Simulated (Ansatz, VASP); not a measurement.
# TaF3 in VASP and in Ansatz

Contents of INCAR:

```
SYSTEM = TaF3
  ALGO = Normal
  EDIFF = 1E-6
  ENCUT = 600
  GGA = PE
  GGA_COMPAT = .False.
  ISIF = 2
  ISMEAR = -1
  LASPH = .True.
  LCHARG = .False.
  LREAL = .False.
  LWAVE = .False.
  NBANDS = 24
  NELM = 120
  PREC = Accurate
  SIGMA = 0.05
```

KPOINTS

```
k-points
0
Gamma
  8 8 8
  0 0 0
```

File POSCAR:

```
TaF3
1.0
    4.1666460000      0.0000000000      0.0000000000
    0.0000000000      4.1666460000      0.0000000000
    0.0000000000      0.0000000000      4.1666460000
Ta F
1 3
Direct
    0.0000000000      0.0000000000      0.0000000000
    0.0000000000      0.5000000000      0.0000000000
    0.5000000000      0.0000000000      0.0000000000
    0.0000000000      0.0000000000      0.5000000000
```

Input for Ansatz:

```yaml
crystal:
  lattice:
    - [4.166646, 0.0, 0.0]
    - [0.0, 4.166646, 0.0]
    - [0.0, 0.0, 4.166646]
  atoms:
    - { symbol: Ta, position: [0.0, 0.0, 0.0] }
    - { symbol: F, position: [0.0, 0.5, 0.0] }
    - { symbol: F, position: [0.5, 0.0, 0.0] }
    - { symbol: F, position: [0.0, 0.0, 0.5] }
basis:
  ecutwfc: 520.0
kpoints:
  mp_grid:
    grid: [8, 8, 8]
hamiltonian:
  xc: pbe
  pseudopotentials:
    kind: paw
scf:
  occupations:
    method: fermi_dirac
    width: 0.05
output:
  stress: true
```

Alike in both runs: task single point; functional PBE; k mesh 8 × 8 × 8; occupations fermi-dirac, width 0.05 eV; no spin polarisation.

|  | VASP | Ansatz |
| --- | --- | --- |
| version | VASP 6.6.1 | Ansatz 0.2.0 |
| potentials or method | VASP PAW PBE potentials, release 64 (Ta_pv, F), cutoff 600 eV | plane waves, PAW |
| valence electrons in the cell | 32 | 34 |

|  | VASP | Ansatz | Ansatz less VASP |
| --- | --- | --- | --- |
| pressure (GPa) | -3.1 | -3.0 | +0.10 |

VASP's potentials hold 32 valence electrons a cell and Ansatz's 34, so a difference there can come from the potentials and not from the codes.

Spin-orbit coupling is off throughout.
